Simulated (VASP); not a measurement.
# FeGe (P6/mmm) in VASP: further runs, part 2 of 2

VASP 6.6.1.

## 3. Single point, PBEsol, collinear spin, ferromagnetic start

This run uses another cell than the first one, of 12.52 Å³/atom.

Input file INCAR:

```
SYSTEM = FeGe
PREC = Accurate
ENCUT = 520
EDIFF = 1E-6
ISMEAR = -1
SIGMA = 0.05
LREAL = .FALSE.
LASPH = .TRUE.
NELM = 150
ALGO = Normal
ISIF = 2
LWAVE = .FALSE.
LCHARG = .TRUE.
ISPIN = 2
MAGMOM = 0 0 0 3 3 3
LORBIT = 11
LMAXMIX = 4
GGA = PS
LELF = .TRUE.
LVHAR = .TRUE.
NBANDS = 46
```

Input file KPOINTS:

```
regular mesh
0
G
  6 6 7
  0 0 0
```

Input file POSCAR:

```
FeGe
1.0
    4.7696252095      0.0000000000      0.0000000000
   -2.3848126048      4.1306165980      0.0000000000
    0.0000000000      0.0000000000      3.8115904243
Ge Fe
3 3
Direct
    0.6666666667      0.3333333333      0.5000000000
    0.3333333333      0.6666666667      0.5000000000
    0.0000000000      0.0000000000      0.0000000000
    0.0000000000      0.5000000000      0.0000000000
    0.5000000000      0.5000000000      0.0000000000
    0.5000000000      0.0000000000      0.0000000000
```

Potentials or basis: VASP PAW PBE potentials, release 64 (Ge_d, Fe).

Launch:

```sh
$ cat potpaw_PBE.64/Ge_d/POTCAR potpaw_PBE.64/Fe/POTCAR > POTCAR
$ mpirun -np 1 vasp_std > vasp.out
```

OUTCAR:

```text
SYSTEM = FeGe
   PREC = Accurate
   ENCUT = 520
   EDIFF = 1E-6
   ISMEAR = -1
   LREAL = .FALSE.
   LASPH = .TRUE.
   NELM = 150
   ISIF = 2
   ISPIN = 2
   LORBIT = 11
   GGA = PS

 ion  position               nearest neighbor table
   1  0.667  0.333  0.500-   4 2.35   4 2.35   6 2.35   6 2.35   5 2.35   5 2.35   2 2.75   2 2.75
                             2 2.75
   2  0.333  0.667  0.500-   4 2.35   4 2.35   6 2.35   6 2.35   5 2.35   5 2.35   1 2.75   1 2.75
                             1 2.75
   3  0.000  0.000  0.000-   6 2.38   6 2.38   5 2.38   5 2.38   4 2.38   4 2.38
   4  0.000  0.500  0.000-   1 2.35   2 2.35   1 2.35   2 2.35   5 2.38   5 2.38   6 2.38   6 2.38
                             3 2.38   3 2.38
   5  0.500  0.500  0.000-   1 2.35   2 2.35   1 2.35   2 2.35   4 2.38   4 2.38   3 2.38   3 2.38
[... 2553 lines left out ...]
     -0.00000      2.75374      1.90580        -0.000000      0.000000      0.000000
      0.00000      0.00000      0.00000        -0.000000     -0.000000     -0.000000
     -1.19241      2.06531      0.00000        -0.000000     -0.000000     -0.000000
      1.19241      2.06531      0.00000        -0.000000     -0.000000     -0.000000
      2.38481      0.00000      0.00000        -0.000000     -0.000000     -0.000000
 -----------------------------------------------------------------------------------
    total drift:                                0.000000      0.000000     -0.000000

  FREE ENERGIE OF THE ION-ELECTRON SYSTEM (eV)
  ---------------------------------------------------
  free  energy   TOTEN  =       -42.3365570481 eV

  energy  without entropy=      -42.2977303205  energy(sigma->0) =      -42.31714368

 total charge

# of ion       s       p       d       tot
------------------------------------------
    1        1.131   1.341  10.144  12.616
    2        1.131   1.341  10.144  12.616
    3        1.144   1.242  10.100  12.486
    4        0.503   0.715   6.597   7.815
    5        0.503   0.715   6.597   7.815
    6        0.503   0.715   6.597   7.815
--------------------------------------------------
tot          4.916   6.069  50.179  61.164

 magnetization (x)

# of ion       s       p       d       tot
------------------------------------------
    1       -0.008  -0.041   0.000  -0.048
    2       -0.008  -0.041   0.000  -0.048
    3       -0.003  -0.067   0.011  -0.059
    4        0.003   0.003   1.112   1.118
    5        0.003   0.003   1.112   1.118
    6        0.003   0.003   1.112   1.118
--------------------------------------------------
tot         -0.010  -0.138   3.347   3.199
```

It took 2.8 min on 1 thread of Intel Xeon Platinum 8488C (Sapphire Rapids), shared host; peak memory 0.29 GiB.

What came out:

```yaml
Free_energy: -42.3366 eV
Pressure: 20.3 GPa
Net_moment: 3.20 μB per cell
Site_moments: Ge -0.05, -0.06 (each value once); Fe +1.12 μB
Valence_electrons_inside_the_program's_atomic_spheres: Ge 12.62, 12.49 (each value once); Fe 7.82
```

Levels at points of the mesh, in eV from the Fermi level:
Spin up:
```
           k point  band 30  band 31  band 32  band 33  band 34  band 35  band 36  band 37  band 38  band 39
(0.00, 0.00, 0.00)    -1.24    -1.24    -0.99    -0.92    -0.92     0.47     0.74     1.97     1.97     3.38
(0.50, 0.00, 0.00)    -1.86    -1.61    -1.07    -0.94     0.98     1.09     1.61     2.04     3.04     3.88
```
Spin down:
| k point | band 28 | band 29 | band 30 | band 31 | band 32 | band 33 | band 34 | band 35 |
| --- | --- | --- | --- | --- | --- | --- | --- | --- |
| (0.00, 0.00, 0.00) | -1.92 | -1.92 | 0.15 | 0.15 | 0.26 | 0.34 | 0.34 | 1.35 |
| (0.50, 0.00, 0.00) | -1.94 | -1.13 | -0.71 | -0.48 | 0.14 | 0.33 | 1.77 | 1.87 |

Caveat: the cell stands under pressure; the PAW data sets were made with another functional, which shifts forces and pressure a little.

## 4. Relaxation of cell and atoms, LDA, collinear spin, ferromagnetic start

This run uses another cell than the first one, of 14.84 Å³/atom.

Input file INCAR:

```
ALGO     = Fast           # electronic algorithm
EDIFF    = 1E-7           # SCF threshold, eV
EDIFFG   = -0.01          # ionic threshold
ENCUT    = 600            # plane-wave cutoff, eV
GGA      = CA             # functional
IBRION   = 2              # ionic algorithm
ISIF     = 3              # what is computed and relaxed
ISMEAR   = -1             # smearing method
ISPIN    = 2              # spin polarisation
LASPH    = True           # aspherical terms in the spheres
LCHARG   = False          # write CHGCAR
LMAXMIX  = 4              # l up to which the mixer works
LORBIT   = 11             # projections on sites
LREAL    = False          # projectors in reciprocal space
LWAVE    = False          # write WAVECAR
MAGMOM   = 0 0 0 3 3 3    # initial moments
NELM     = 150            # most SCF steps
NSW      = 60             # ionic steps
PREC     = Accurate       # precision mode
SIGMA    = 0.05           # smearing width, eV
```

Input file KPOINTS:

```
k-points
0
Gamma
  6 6 7
```

Edit POSCAR of step 3 so:

```diff
@@ -2,5 +2,5 @@
 1.0
-    4.7696252095      0.0000000000      0.0000000000
-   -2.3848126048      4.1306165980      0.0000000000
-    0.0000000000      0.0000000000      3.8115904243
+    4.9976023358      0.0000000000      0.0000000000
+   -2.4988011679      4.3280505808      0.0000000000
+    0.0000000000      0.0000000000      4.1157613500
 Ge Fe
```

Potentials or basis: VASP PAW LDA potentials, release 64 (Ge_d, Fe).

Launch:

```sh
$ cat potpaw_LDA.64/Ge_d/POTCAR potpaw_LDA.64/Fe/POTCAR > POTCAR
$ mpirun -np 1 vasp_std > vasp.out
```

It took 69 min on 1 thread of Oxide Virtual Turin-like, shared host; peak memory 0.31 GiB.

Results (log left out):

- Free energy: -44.8035 eV
- Relaxed volume: 13.36 Å³/atom
- Relaxed cell: a = 4.874 Å, b = 4.874 Å, c = 3.895 Å, α = 90.00°, β = 90.00°, γ = 120.00°
- Space group after relaxing (to 0.1 Å): P6/mmm (No. 191)
- Energy gained by relaxing: 76.9 meV/atom
- Ionic steps: 9
- Pressure after relaxing: 0.0 GPa
- Net moment: 3.15 μB per cell
- Site moments: Ge -0.04, -0.05 (each value once); Fe +1.09 μB
- Valence electrons inside the program's atomic spheres: Ge 12.53, 12.42 (each value once); Fe 7.64

Step by step:
```csv
step,energy change (eV),largest force (eV/Å),pressure (GPa),volume (Å³)
1,0.0000,0.0000,-14.63,89.02
2,0.0790,0.0000,24.05,72.69
3,-0.4364,0.0000,-0.21,80.53
4,-0.4366,0.0000,0.13,80.36
5,-0.4592,0.0000,0.14,80.13
6,-0.4611,0.0000,0.26,80.04
7,-0.4611,0.0000,0.24,80.05
8,-0.4611,0.0000,-0.28,80.27
9,-0.4612,0.0000,-0.02,80.15
```

Final structure:
```cif
data_structure
_symmetry_space_group_name_H-M 'P 1'
_symmetry_Int_Tables_number 1
_cell_length_a 4.8742
_cell_length_b 4.8742
_cell_length_c 3.8954
_cell_angle_alpha 90.000
_cell_angle_beta 90.000
_cell_angle_gamma 120.000
_cell_volume 80.15
loop_
_atom_site_label
_atom_site_type_symbol
_atom_site_fract_x
_atom_site_fract_y
_atom_site_fract_z
_atom_site_occupancy
Ge1 Ge 0.66667 0.33333 0.50000 1
Ge2 Ge 0.33333 0.66667 0.50000 1
Ge3 Ge 0.00000 0.00000 0.00000 1
Fe1 Fe 0.00000 0.50000 0.00000 1
Fe2 Fe 0.50000 0.50000 0.00000 1
Fe3 Fe 0.50000 0.00000 0.00000 1
```

Levels at points of the mesh, in eV from the Fermi level:
Spin up:
```csv
k point,band 31,band 32,band 33,band 34,band 35,band 36,band 37,band 38
"(0.00, 0.00, 0.00)",-1.06,-0.84,-0.79,-0.79,0.33,0.65,1.82,1.82
"(0.50, 0.00, 0.00)",-1.42,-0.93,-0.80,0.92,1.08,1.39,1.95,2.62
```
Spin down:
```csv
k point,band 29,band 30,band 31,band 32,band 33,band 34
"(0.00, 0.00, 0.00)",-1.72,0.10,0.10,0.24,0.29,0.29
"(0.50, 0.00, 0.00)",-0.99,-0.64,-0.46,0.13,0.28,1.68
```

## 5. Relaxation of cell and atoms, LDA, collinear spin, ferromagnetic start

This run uses another cell than the first one, of 14.84 Å³/atom.

Input file INCAR:

```
SYSTEM = FeGe
ALGO = Normal
EDIFF = 1E-6
EDIFFG = -0.01
ENCUT = 600
GGA = CA
IBRION = 2
ISIF = 3
ISMEAR = -1
ISPIN = 2
LASPH = .True.
LCHARG = .False.
LMAXMIX = 4
LORBIT = 11
LREAL = .False.
LWAVE = .False.
MAGMOM = 0 0 0 3 3 3
NELM = 150
NSW = 60
PREC = Accurate
SIGMA = 0.05
```

Input file KPOINTS:

```
k-points
0
Gamma
  6 6 7
  0 0 0
```

POSCAR is that of step 4.

Launch:

```sh
$ cat potpaw_LDA.64/Ge_d/POTCAR potpaw_LDA.64/Fe/POTCAR > POTCAR
$ mpirun -np 1 vasp_std > vasp.out
```

Run time: 37 min. Hardware: 1 thread of Oxide Virtual Turin-like, shared host; peak memory 0.3 GiB.

It converged, with:

```yaml
Free_energy: -44.8035 eV
Relaxed_volume: 13.36 Å³/atom
Relaxed_cell: a = 4.874 Å, b = 4.874 Å, c = 3.895 Å, α = 90.00°, β = 90.00°, γ = 120.00°
Space_group_after_relaxing_to_0.1_Å: P6/mmm (No. 191)
Energy_gained_by_relaxing: 76.9 meV/atom
Ionic_steps: 9
Pressure_after_relaxing: 0.0 GPa
Net_moment: 3.15 μB per cell
Site_moments: Ge -0.04, -0.05 (each value once); Fe +1.09 μB
Valence_electrons_inside_the_program's_atomic_spheres: Ge 12.53, 12.42 (each value once); Fe 7.64
```

Stress tensor (GPa, compression positive):
```
 0.02  0.00  0.00
 0.00  0.02  0.00
 0.00  0.00 -0.06
```

The path:
```tsv
step	energy change (eV)	largest force (eV/Å)	pressure (GPa)	volume (Å³)
1	0.0000	0.0000	-14.58	89.02
2	0.0716	0.0000	23.84	72.74
3	-0.4363	0.0000	-0.12	80.52
4	-0.4365	0.0000	0.15	80.36
5	-0.4592	0.0000	0.19	80.12
6	-0.4611	0.0000	0.29	80.02
7	-0.4611	0.0000	0.25	80.03
8	-0.4611	0.0000	-0.22	80.26
9	-0.4612	0.0000	-0.01	80.15
```

Final structure:
```
CELL_PARAMETERS angstrom
4.87413 0.00000 0.00000
-2.43707 4.22112 0.00000
0.00000 0.00000 3.89546
ATOMIC_POSITIONS crystal
Ge 0.66667 0.33333 0.50000
Ge 0.33333 0.66667 0.50000
Ge 0.00000 0.00000 0.00000
Fe 0.00000 0.50000 0.00000
Fe 0.50000 0.50000 0.00000
Fe 0.50000 0.00000 0.00000
```

Levels at points of the mesh, in eV from the Fermi level:
Spin up:
| k point | band 31 | band 32 | band 33 | band 34 | band 35 | band 36 | band 37 | band 38 |
| --- | --- | --- | --- | --- | --- | --- | --- | --- |
| (0.00, 0.00, 0.00) | -1.06 | -0.84 | -0.79 | -0.79 | 0.33 | 0.65 | 1.82 | 1.82 |
| (0.50, 0.00, 0.00) | -1.42 | -0.93 | -0.80 | 0.92 | 1.08 | 1.39 | 1.95 | 2.62 |
Spin down:
```tsv
k point	band 28	band 29	band 30	band 31	band 32	band 33	band 34	band 35
(0.00, 0.00, 0.00)	-1.72	-1.72	0.10	0.10	0.24	0.29	0.29	1.12
(0.50, 0.00, 0.00)	-1.70	-0.99	-0.64	-0.46	0.13	0.28	1.68	1.73
```

## 6. The runs side by side

| task | level | potentials or basis | cell | cutoff (eV) | gap on the mesh (eV) | pressure (GPa) | moment (μB) |
| --- | --- | --- | --- | --- | --- | --- | --- |
| single point | PBEsol | VASP PAW PBE potentials, release 64 (Ge_d, Fe) | a = 4.719, b = 4.719, c = 3.759 Å, angles 90.0, 90.0, 120.0°, 6 atoms | 520 | none | 30.5 | 3.13 |
| single point | PBEsol | VASP PAW PBE potentials, release 64 (Ge_d, Fe) | a = 4.770, b = 4.770, c = 3.812 Å, angles 90.0, 90.0, 120.0°, 6 atoms | 520 | none | 20.3 | 3.20 |
| relaxation of cell and atoms | LDA | VASP PAW LDA potentials, release 64 (Ge_d, Fe) | relaxed from a = 4.998, b = 4.998, c = 4.116 Å, angles 90.0, 90.0, 120.0°, 6 atoms | 600 | none | 0.0 | 3.15 |

Alike in all rows: spin collinear, ferromagnetic start; k mesh 6 × 6 × 7; smearing fermi-dirac 0.05 eV.

Caveats: the cell stands under pressure (at least some runs); the PAW data sets were made with another functional, which shifts forces and pressure a little (at least some runs).

Absolute energies hang on the potentials; compare differences alone.
